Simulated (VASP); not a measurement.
C, 2 atoms in the cell. Symmetry: Fmmm, No. 69, orthorhombic system. The conventional cell has a = 2.514 Å, b = 4.352 Å, c = 6.929 Å, α = 90.00°, β = 90.00°, γ = 90.00°. Within 1.7 Å of C (site symmetry m2m) lie 3 C at 1.30 to 1.53 Å.  This cell differs from its parent crystal: atoms shifted along a free coordinate.

| Item | Value |
| --- | --- |
| Program | VASP 6.6.1 |
| Task | single point |
| Functional | PBE |
| Dispersion | D3(BJ) |
| Potentials or basis | VASP PAW PBE potentials, release 64 (C) |
| Cutoff | 520 eV |
| k mesh | 16 × 16 × 16 |
| Occupations | gaussian, width 0.03 eV |
| Spin | no spin polarisation |
| Dipole correction | no |
| Further INCAR settings | ALGO = Normal; EDIFF = 1e-06; NBANDS = 11 |

Potentials or basis: VASP PAW PBE potentials, release 64 (C).

Command:

```bash
$ cat potpaw_PBE.64/C/POTCAR > POTCAR
$ mpirun -np 1 vasp_std > vasp.out
```

Hardware: 1 thread of Intel(R) Xeon(R) Platinum 8488C (Sapphire Rapids), on a shared host.

Problem. How long does it take, and how much memory?

Solution. Run time: 76 s on 1 thread of Intel(R) Xeon(R) Platinum 8488C (Sapphire Rapids) (shared host), peak memory 0.23 GiB. Counts: scf iterations 12, k points 621.
